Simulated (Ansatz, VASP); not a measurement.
# GaN in VASP and in Ansatz

POSCAR

```
GaN
1.0
    3.1869310000      0.0000000000      0.0000000000
    1.5934655000      2.7599632061      0.0000000000
    1.5934655000      0.9199877354      2.6021182652
Ga N
1 1
Direct
    0.0000000000      0.0000000000      0.0000000000
    0.7500000000      0.7500000000      0.7500000000
```

INCAR.step1

```
SYSTEM = GaN
PREC     = Accurate       ! precision mode
ENCUT    = 520            ! plane-wave cutoff, eV
EDIFF    = 1E-5           ! SCF threshold, eV
ISMEAR   = -1             ! smearing method
SIGMA    = 0.01           ! smearing width, eV
LREAL    = .FALSE.        ! projectors in reciprocal space
LASPH    = .TRUE.         ! aspherical terms in the spheres
NELM     = 120            ! most SCF steps
ALGO     = Normal         ! electronic algorithm
ISIF     = 2              ! what is computed and relaxed
LWAVE    = .TRUE.         ! write WAVECAR
LCHARG   = .FALSE.        ! write CHGCAR
GGA      = PE             ! functional
NBANDS   = 16             ! bands
GGA_COMPAT= .FALSE.
```

File INCAR.step2:

```
SYSTEM = GaN
PREC     = Accurate       ! precision mode
ENCUT    = 520            ! plane-wave cutoff, eV
EDIFF    = 1E-6           ! SCF threshold, eV
ISMEAR   = -1             ! smearing method
SIGMA    = 0.01           ! smearing width, eV
LREAL    = .FALSE.        ! projectors in reciprocal space
LASPH    = .TRUE.         ! aspherical terms in the spheres
NELM     = 120            ! most SCF steps
ALGO     = Normal         ! electronic algorithm
ISIF     = 2              ! what is computed and relaxed
LWAVE    = .FALSE.        ! write WAVECAR
LCHARG   = .FALSE.        ! write CHGCAR
GGA      = PE             ! functional
LHFCALC  = .TRUE.         ! exact exchange
HFSCREEN = 0.2079         ! screening, 1/A
PRECFOCK = Normal       
ISTART   = 1            
NBANDS   = 16             ! bands
GGA_COMPAT= .FALSE.
```

File KPOINTS:

```
Automatic mesh
0
G
  4 4 4
  0 0 0
```

Input for Ansatz:

```yaml
crystal:
  lattice:
    a: 3.186931
    b: 3.186931
    c: 3.186931
    alpha: 60.0
    beta: 60.0
    gamma: 60.0
  atoms:
    - { symbol: Ga, position: [0.0, 0.0, 0.0] }
    - { symbol: "N", position: [0.75, 0.75, 0.75] }
kpoints:
  mp_grid:
    grid: [4, 4, 4]
hamiltonian:
  xc: hse06
scf:
  occupations:
    method: fermi_dirac
    width: 0.01
output:
  eigenvalues: true
```

Alike in both runs: task single point; functional HSE06; k mesh 4 × 4 × 4; occupations fermi-dirac, width 0.01 eV; no spin polarisation.

```csv
,VASP,Ansatz
version,VASP 6.6.1,Ansatz 0.2.0
potentials or method,"VASP PAW PBE potentials, release 64 (Ga_d, N)","plane waves, PAW"
plane-wave cutoff (eV),520,420
valence electrons in the cell,18,18
```

VASP gave:

| Property | Result |
| --- | --- |
| gap on the k mesh at the Fermi level (eV) | 3.01 |

Problem. Which values does Ansatz return?

Solution. gap on the k mesh at the Fermi level (eV): 2.99.

The k mesh is coarse, so the values compare programs but aren't converged.
